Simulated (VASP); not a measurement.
Set up this calculation in VASP 6.6.1, as the native input.

```yaml
Task: single point
Functional: BLYP
Dispersion: D3(BJ)
Potentials_or_basis: VASP PAW PBE potentials, release 64 (Sb)
Cutoff: 520 eV
k_mesh: 8 × 8 × 8
Occupations: fermi-dirac, width 0.05 eV
Spin: no spin polarisation
Dipole_correction: no
Further_INCAR_settings: ALGO = Normal; EDIFF = 1e-06; NBANDS = 12
```

The structure of Sb lies in POSCAR:

```
Sb
1.0
    2.1675167446      1.2514163760      3.7225889693
   -2.1675167446      1.2514163760      3.7225889693
    0.0000000000     -2.5028327519      3.7225889693
Sb
2
Direct
    0.7653146167      0.7653146167      0.7653146167
    0.2346853833      0.2346853833      0.2346853833
```

These files were run (other wordings do the same):

INCAR

```
PREC = Accurate
ENCUT = 520
EDIFF = 1E-6
ISMEAR = -1
SIGMA = 0.05
LREAL = False
LASPH = True
NELM = 60
ALGO = Normal
ISIF = 2
LWAVE = False
LCHARG = False
GGA = B5
ALDAX = 1.0
AGGAX = 1.0
AGGAC = 1.0
ALDAC = 0.0
IVDW = 12
VDW_S6 = 1.0
VDW_S8 = 2.6996
VDW_A1 = 0.4298
VDW_A2 = 4.2359
NBANDS = 12
```

KPOINTS

```
regular mesh
0
Gamma
  8 8 8
```

Potentials or basis: VASP PAW PBE potentials, release 64 (Sb).

Run with:

```sh
$ cat potpaw_PBE.64/Sb/POTCAR > POTCAR
$ mpirun -np 1 vasp_std > vasp.out
```

It gave:

```
Pressure                   : 0.3 GPa
Largest force              : 0.066 eV/Å
Band gap on the k mesh     : zero (band 5 reaches 7.82 eV, above the bottom of band 6 at 7.58 eV)
Dispersion energy per atom : -1.108 eV
```

Caveat: the PAW data sets were made with another functional, which shifts forces and pressure a little; spin-orbit coupling is left out, which moves the levels of the heavy elements; pairwise dispersion overbinds metals, which lowers pressure and volume.

Run time: 21 s on 1 thread of Intel(R) Xeon(R) 6975P-C (Granite Rapids), with other jobs on the host, peak memory 0.22 GiB.
